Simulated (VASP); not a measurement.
# Zr (P6_3/mmc) in VASP: further runs

Zr is run at these levels: LDA; tasks: single point, relaxation of cell and atoms.

Program: VASP 6.6.1. These are calculated values, not measurements. Logs are shortened: lines on timing, memory, paths and dates and some standing lists are left out, and cuts for length are marked.

### Step 1. The cell of the first run

Symmetry: P6_3/mmc, No. 194, hexagonal system. Conventional cell: a = 3.143 Å, b = 3.143 Å, c = 5.092 Å, α = 90.00°, β = 90.00°, γ = 120.00°. Within 4.1 Å of Zr (site symmetry -6m2) lie 12 Zr at 3.13 to 3.14 Å.

### Step 2. Single point, LDA

INCAR

```
SYSTEM = Zr
PREC     = Accurate       ! precision mode
ENCUT    = 520            ! plane-wave cutoff, eV
EDIFF    = 1E-6           ! SCF threshold, eV
ISMEAR   = 0              ! smearing method
SIGMA    = 0.1            ! smearing width, eV
LREAL    = .False.        ! projectors in reciprocal space
LASPH    = .True.         ! aspherical terms in the spheres
NELM     = 60             ! most SCF steps
ALGO     = Normal         ! electronic algorithm
ISIF     = 2              ! what is computed and relaxed
LWAVE    = .False.        ! write WAVECAR
LCHARG   = .True.         ! write CHGCAR
LELF     = .True.         ! ELF
LVHAR    = .True.       
NBANDS   = 19             ! bands
```

KPOINTS

```
Automatic mesh
0
Gamma
  15 15 8
  0 0 0
```

POSCAR

```
Zr
1.0
    3.1428166408      0.0000000000      0.0000000000
   -1.5714083204      2.7217590504      0.0000000000
    0.0000000000      0.0000000000      5.0915394318
Zr
2
Direct
    0.3333333333      0.6666666667      0.2500000000
    0.6666666667      0.3333333333      0.7500000000
```

Potentials or basis: VASP PAW LDA potentials, release 64 (Zr_sv).

Launch:

```sh
> cat potpaw_LDA.64/Zr_sv/POTCAR > POTCAR
> mpirun -np 1 vasp_std > vasp.out
```

OUTCAR:

```text
SYSTEM = Zr
   PREC = Accurate
   ENCUT = 520
   EDIFF = 1E-6
   ISMEAR = 0
   LREAL = .False.
   LASPH = .True.
   NELM = 60
   ISIF = 2

 ion  position               nearest neighbor table
   1  0.333  0.667  0.250-   2 3.13   2 3.13   2 3.13   2 3.13   2 3.13   2 3.13
   2  0.667  0.333  0.750-   1 3.13   1 3.13   1 3.13   1 3.13   1 3.13   1 3.13

  LATTYP: Found a hexagonal cell.
 ALAT       =     3.1428166408
 C/A-ratio  =     1.6200561514

  Lattice vectors:

 A1 = (   3.1428166408,   0.0000000000,   0.0000000000)
 A2 = (  -1.5714083204,   2.7217590504,   0.0000000000)
 A3 = (   0.0000000000,   0.0000000000,   5.0915394318)

Analysis of symmetry for initial positions (statically):
=====================================================================
 Subroutine PRICEL returns:
 Original cell was already a primitive cell.

 Routine SETGRP: Setting up the symmetry group for a
 hexagonal supercell.

 Subroutine GETGRP returns: Found 24 space group operations
 (whereof 12 operations were pure point group operations)
 out of a pool of 24 trial point group operations.

The static configuration has the point symmetry D_3d.
 The point group associated with its full space group is D_6h.

Analysis of symmetry for dynamics (positions and initial velocities):
=====================================================================
 Subroutine PRICEL returns:
 Original cell was already a primitive cell.

 Routine SETGRP: Setting up the symmetry group for a
 hexagonal supercell.

 Subroutine GETGRP returns: Found 24 space group operations
 (whereof 12 operations were pure point group operations)
 out of a pool of 24 trial point group operations.

The dynamic configuration has the point symmetry D_3d.
 The point group associated with its full space group is D_6h.

 Subroutine INISYM returns: Found 24 space group operations
 (whereof 12 operations are pure point group operations),
 and found     1 'primitive' translations

----------------------------------------------------------------------------------------

                                     Primitive cell

  volume of cell :      43.5530

  direct lattice vectors                    reciprocal lattice vectors
     3.142816641  0.000000000  0.000000000     0.318185919  0.183704726  0.000000000
    -1.571408320  2.721759050  0.000000000     0.000000000  0.367409452  0.000000000
     0.000000000  0.000000000  5.091539432     0.000000000  0.000000000  0.196404253

  length of vectors
[... 75 lines left out ...]
   ICHARG =      2    charge: 1-file 2-atom 10-const
   ISPIN  =      1    spin polarized calculation?
   LNONCOLLINEAR =      F non collinear calculations
   LSORBIT =      F    spin-orbit coupling
   LASPH  =      T    aspherical Exc in radial PAW
   ENCUT  =  520.0 eV  38.22 Ry    6.18 a.u.   5.84  5.84  9.47*2*pi/ulx,y,z
   NELM   =     60;   NELMIN=  2; NELMDL= -5     # of ELM steps
   EDIFF  = 0.1E-05   stopping-criterion for ELM
   LREAL  =      F    real-space projection
[... 7 lines left out ...]
   TEBEG  =    0.0;   TEEND  =   0.0 temperature during run
   PSTRESS=    0.0 pullay stress
   NELECT =      24.0000    total number of electrons
   NUPDOWN=      -1.0000    fix difference up-down
   EMIN   =  10.00;   EMAX   =-10.00  energy-range for DOS
   EFERMI =   0.00;   METHOD = LEGACY
   ISMEAR =     0;   SIGMA  =   0.10  broadening in eV -4-tet -1-fermi 0-gaus
   EFERMI_NEDOS =   21; number of points for ismear=-14 and -15
   IALGO  =     38    algorithm
   IMIX   =      4    mixing-type and parameters
     AMIX     =   0.40;   BMIX     =  1.00
     AMIX_MAG =   1.60;   BMIX_MAG =  1.00
  volume/ion in A,a.u.               =      21.78       146.95
  Fermi-wavevector in a.u.,A,eV,Ry     =   1.342165  2.536324 24.509635  1.801407
  Thomas-Fermi vector in A             =   2.470341
   LORBIT       =      0    0 simple, 1 ext, 2 COOP (PROOUT), +10 PAW based schemes
   GGA     = CA    functional components
   LHFCALC =     F    Hartree Fock is set to
   AEXX    =    0.0000 exact exchange contribution
   IVDW    =     0    specifies the selected vdW correction
   LEPSILON=     F    determine dielectric tensor
   LRPA    =     F    only Hartree local field effects (RPA)
 non-spin polarized calculation
 Gauss-broadening in eV      SIGMA  =   0.10
  energy-cutoff  :      520.00
  volume of cell :       43.55
 maximum number of plane-waves:      1186
 NGX is ok and might be reduce to    24
   NGX = 11   NGY = 11   NGZ = 19

 number of electron      23.9999999 magnetization

 Free energy of the ion-electron system (eV)
  ---------------------------------------------------
  ext. energy  EPLUGINS =         0.00000000
  ---------------------------------------------------
  free energy    TOTEN  =       -18.58933460 eV

  energy without entropy =      -18.57868422  energy(sigma->0) =      -18.58400941

 E-fermi :   9.5699     XC(G=0): -11.6017

 val. band max:        9.5666622354   @ k =   0.0667   0.0667   0.3750
 cond. band min:       9.5774883697   @ k =   0.4667   0.0000   0.0000
 fundamental gap:      0.0108261343
 Fermi energy:         9.5698729622

 k-point     1 :       0.0000    0.0000    0.0000
  band No.  band energies     occupation
      1     -38.8795      2.00000
      2     -38.6836      2.00000
      3     -17.6627      2.00000
      4     -16.5770      2.00000
      5     -16.5770      2.00000
      6     -16.4386      2.00000
[... 505 lines left out ...]
      6     -17.0206      2.00000
[... 11 lines left out ...]
     18      14.6445      0.00000
     19      16.5927      0.00000

 [... further k-points ...]

------------------------ aborting loop because EDIFF is reached ----------------------------------------

  FORCE on cell =-STRESS in cart. coord.  units (eV):
  Direction    XX          YY          ZZ          XY          YZ          ZX
  --------------------------------------------------------------------------------------
  -------------------------------------------------------------------------------------
  Total        0.0163644      0.0163644      0.0378270      0.0000000      0.0000000      0.0000000
  in kB        0.6019954      0.6019954      1.3915377      0.0000000      0.0000000      0.0000000
  external PRESSURE =       0.8651761 kB  Pullay stress =       0.0000000 kB

 VOLUME and BASIS-vectors are now :
 -----------------------------------------------------------------------------
  energy-cutoff  :      520.00
  volume of cell :       43.55
      direct lattice vectors                 reciprocal lattice vectors
     3.142816641  0.000000000  0.000000000     0.318185919  0.183704726  0.000000000
    -1.571408320  2.721759050  0.000000000     0.000000000  0.367409452  0.000000000
     0.000000000  0.000000000  5.091539432     0.000000000  0.000000000  0.196404253

 POSITION                                       TOTAL-FORCE (eV/Angst)
 -----------------------------------------------------------------------------------
     -0.00000      1.81451      1.27288         0.000000      0.000000      0.000000
      1.57141      0.90725      3.81865        -0.000000      0.000000      0.000000
 -----------------------------------------------------------------------------------
    total drift:                               -0.000000      0.000000     -0.000000

  FREE ENERGIE OF THE ION-ELECTRON SYSTEM (eV)
  ---------------------------------------------------
  free  energy   TOTEN  =       -18.5893346006 eV

  energy  without entropy=      -18.5786842154  energy(sigma->0) =      -18.58400941
```

OSZICAR:

```text
N       E                     dE             d eps       ncg     rms          rms(c)
DAV:   1     0.216107753076E+03    0.21611E+03   -0.13261E+04  5130   0.126E+03
DAV:   2    -0.301283283305E+01   -0.21912E+03   -0.21473E+03  5903   0.373E+02
DAV:   3    -0.188939803495E+02   -0.15881E+02   -0.15750E+02  9253   0.729E+01
DAV:   4    -0.192718709097E+02   -0.37789E+00   -0.37755E+00  6031   0.115E+01
DAV:   5    -0.192820147918E+02   -0.10144E-01   -0.10142E-01  7501   0.134E+00    0.164E+01
DAV:   6    -0.186999812085E+02    0.58203E+00   -0.85804E-01  5570   0.692E+00    0.669E+00
DAV:   7    -0.185862628128E+02    0.11372E+00   -0.55628E-01  7472   0.472E+00    0.108E+00
DAV:   8    -0.185891349348E+02   -0.28721E-02   -0.30491E-02  6760   0.143E+00    0.213E-01
DAV:   9    -0.185893435160E+02   -0.20858E-03   -0.10048E-03  6872   0.277E-01    0.250E-02
DAV:  10    -0.185893332857E+02    0.10230E-04   -0.35083E-05  7529   0.386E-02    0.208E-02
DAV:  11    -0.185893346658E+02   -0.13801E-05   -0.66624E-06  5665   0.278E-02    0.179E-03
DAV:  12    -0.185893346006E+02    0.65150E-07   -0.18678E-07  3192   0.318E-03
   1 F= -.18589335E+02 E0= -.18584009E+02  d E =-.106504E-01
```

Run time: 38 s. Hardware: 1 thread of Intel Xeon Platinum 8559C (Emerald Rapids), shared host; peak memory 0.2 GiB.

What came out:

| Item | Value |
| --- | --- |
| Free energy | -18.5893 eV |
| Pressure | 0.1 GPa |
| Band gap on the k mesh | zero (bands 12 and 13 overlap by 1.35 eV) |

### Step 3. Relaxation of cell and atoms, LDA

This run uses another cell than the first one, of 23.39 Å³/atom.

INCAR

```
  PREC = Accurate
  ENCUT = 600
  EDIFF = 1E-6
  ISMEAR = 0
  SIGMA = 0.1
  LREAL = False
  LASPH = True
  NELM = 80
  ALGO = Fast
  ISIF = 3
  LWAVE = False
  LCHARG = False
  GGA = CA
  IBRION = 2
  NSW = 70
  EDIFFG = -0.005
```

KPOINTS

```
Automatic mesh
0
Gamma
  15 15 8
```

POSCAR

```
Zr
1.0
    3.2327898639      0.0000000000      0.0000000000
   -1.6163949319      2.7996781472      0.0000000000
    0.0000000000      0.0000000000      5.1691199241
Zr
2
Direct
    0.3333333333      0.6666666667      0.2500000000
    0.6666666667      0.3333333333      0.7500000000
```

Potentials or basis: VASP PAW LDA potentials, release 64 (Zr_sv).

Launch:

```sh
> cat potpaw_LDA.64/Zr_sv/POTCAR > POTCAR
> mpirun -np 1 vasp_std > vasp.out
```

OUTCAR:

```text
PREC = Accurate
   ENCUT = 600
   EDIFF = 1E-6
   ISMEAR = 0
   LREAL = False
   LASPH = True
   NELM = 80
   ISIF = 3
   GGA = CA
   IBRION = 2
   NSW = 70
   EDIFFG = -0.005

 ion  position               nearest neighbor table
   1  0.333  0.667  0.250-   2 3.19   2 3.19   2 3.19   2 3.19   2 3.19   2 3.19
   2  0.667  0.333  0.750-   1 3.19   1 3.19   1 3.19   1 3.19   1 3.19   1 3.19

  LATTYP: Found a hexagonal cell.
 ALAT       =     3.2327898639
 C/A-ratio  =     1.5989656432

  Lattice vectors:

 A1 = (   3.2327898639,   0.0000000000,   0.0000000000)
 A2 = (  -1.6163949319,   2.7996781472,   0.0000000000)
 A3 = (   0.0000000000,   0.0000000000,   5.1691199241)

Analysis of symmetry for initial positions (statically):
=====================================================================
 Subroutine PRICEL returns:
 Original cell was already a primitive cell.

 Routine SETGRP: Setting up the symmetry group for a
 hexagonal supercell.

 Subroutine GETGRP returns: Found 24 space group operations
 (whereof 12 operations were pure point group operations)
[... 168 lines left out ...]

  energy without entropy =      -18.51238645  energy(sigma->0) =      -18.51767780

------------------------ aborting loop because EDIFF is reached ----------------------------------------

  FORCE on cell =-STRESS in cart. coord.  units (eV):
  Direction    XX          YY          ZZ          XY          YZ          ZX
  --------------------------------------------------------------------------------------
  -------------------------------------------------------------------------------------
  Total       -1.9069978     -1.9069978     -1.8394176     -0.0000000     -0.0000000      0.0000000
  in kB      -65.3068253    -65.3068253    -62.9924819     -0.0000000     -0.0000000      0.0000000
  external PRESSURE =     -64.5353775 kB  Pullay stress =       0.0000000 kB
[... 23 lines left out ...]
--------------------------------------- Ionic step        2  -------------------------------------------

 number of electron      24.0000000 magnetization

 E-fermi :  10.4003     XC(G=0): -11.9217

 val. band max:       10.3923853816   @ k =   0.3333   0.2667   0.3750
 cond. band min:      10.4056198499   @ k =   0.0000   0.0000   0.5000
 fundamental gap:      0.0132344683
 Fermi energy:        10.4003084587

 k-point     1 :       0.0000    0.0000    0.0000
  band No.  band energies     occupation
      1     -37.9685      2.00000
      2     -37.7002      2.00000
      3     -16.9104      2.00000
      4     -15.5834      2.00000
      5     -15.5834      2.00000
      6     -15.3759      2.00000
[... 662 lines left out ...]
--------------------------------------- Ionic step        8  -------------------------------------------

 number of electron      24.0000000 magnetization

 Free energy of the ion-electron system (eV)
  ---------------------------------------------------
  ext. energy  EPLUGINS =         0.00000000
  ---------------------------------------------------
  free energy    TOTEN  =       -18.59029151 eV

  energy without entropy =      -18.57963665  energy(sigma->0) =      -18.58496408

 E-fermi :   9.5614     XC(G=0): -11.5986

 val. band max:        9.5575028405   @ k =   0.0667   0.0667   0.3750
 cond. band min:       9.5693291104   @ k =   0.1333   0.1333   0.3750
 fundamental gap:      0.0118262700
 Fermi energy:         9.5614314114

 k-point     1 :       0.0000    0.0000    0.0000
  band No.  band energies     occupation
      1     -38.8884      2.00000
      2     -38.6936      2.00000
      3     -17.6694      2.00000
      4     -16.5859      2.00000
      5     -16.5859      2.00000
      6     -16.4498      2.00000
[... 476 lines left out ...]
  FREE ENERGIE OF THE ION-ELECTRON SYSTEM (eV)
  ---------------------------------------------------
  free  energy   TOTEN  =       -18.5902915115 eV

  energy  without entropy=      -18.5796366530  energy(sigma->0) =      -18.58496408

 reached required accuracy - stopping structural energy minimisation
```

OSZICAR:

```text
N       E                     dE             d eps       ncg     rms          rms(c)
DAV:   1     0.234333563712E+03    0.23433E+03   -0.14533E+04  4320   0.165E+03
DAV:   2    -0.387073983062E+01   -0.23820E+03   -0.23607E+03  5376   0.435E+02
[... 96 lines left out ...]
   7 F= -.18590291E+02 E0= -.18584964E+02  d E =-.125783E-02
       N       E                     dE             d eps       ncg     rms          rms(c)
DAV:   1    -0.185902992317E+02   -0.80619E-05   -0.47569E-04  5168   0.206E-01    0.156E-02
RMM:   2    -0.185902929989E+02    0.62329E-05   -0.89692E-06  4712   0.273E-02    0.728E-03
RMM:   3    -0.185902914669E+02    0.15319E-05   -0.63336E-06  4014   0.189E-02    0.144E-03
RMM:   4    -0.185902915115E+02   -0.44590E-07   -0.69084E-07  2826   0.725E-03
   8 F= -.18590292E+02 E0= -.18584964E+02  d E =-.125791E-02
```

CONTCAR:

```text
Zr
   1.00000000000000
     3.1426664994170852   -0.0000000000015939   -0.0000000000000000
    -1.5713332496613166    2.7216290240869130    0.0000000000000000
     0.0000000000000000   -0.0000000000000000    5.0953343202022330
  Zr
     2
Direct
     0.3333333332999970    0.6666666667000030    0.2500000000000000
     0.6666666667000030    0.3333333332999970    0.7500000000000000

  0.00000000E+00  0.00000000E+00  0.00000000E+00
  0.00000000E+00  0.00000000E+00  0.00000000E+00
```

Wall time 7.7 min (1 thread of Intel Xeon Platinum 8559C (Emerald Rapids), shared host); peak memory 0.23 GiB.

Results:

```
Free energy                           : -18.5903 eV
Relaxed volume                        : 21.79 Å³/atom
Relaxed cell                          : a = 3.143 Å, b = 3.143 Å, c = 5.095 Å, α = 90.00°, β = 90.00°, γ = 120.00°
Space group after relaxing (to 0.1 Å) : P6_3/mmc (No. 194)
Energy gained by relaxing             : 33.7 meV/atom
Ionic steps                           : 8
Pressure after relaxing               : 0.0 GPa
Band gap on the k mesh                : zero (bands 12 and 13 overlap by 1.35 eV)
```

Step by step:
```csv
step,energy change (eV),largest force (eV/Å),pressure (GPa),volume (Å³)
1,0.0000,0.0000,-6.45,46.78
2,0.0056,0.0000,8.15,40.69
3,-0.0661,0.0000,-0.03,43.69
4,-0.0661,0.0000,0.07,43.63
5,-0.0670,0.0000,0.05,43.61
6,-0.0673,0.0000,0.04,43.59
7,-0.0673,0.0000,0.04,43.58
8,-0.0673,0.0000,0.03,43.58
```

Final structure:
```
Zr
1.0
     3.14267    0.00000    0.00000
    -1.57133    2.72163    0.00000
     0.00000    0.00000    5.09533
Zr
2
Direct
  0.33333 0.66667 0.25000
  0.66667 0.33333 0.75000
```

Levels at points of the mesh, in eV from the Fermi level:
```tsv
k point	band 8	band 9	band 10	band 11	band 12	band 13	band 14	band 15	band 16
(0.00, 0.00, 0.00)	-25.99	-5.75	-3.23	0.84	0.86	0.86	1.37	1.57	1.57
(0.00, 0.00, 0.50)	-26.07	-4.00	-4.00	-0.05	-0.05	0.79	0.79	0.79	0.79
```
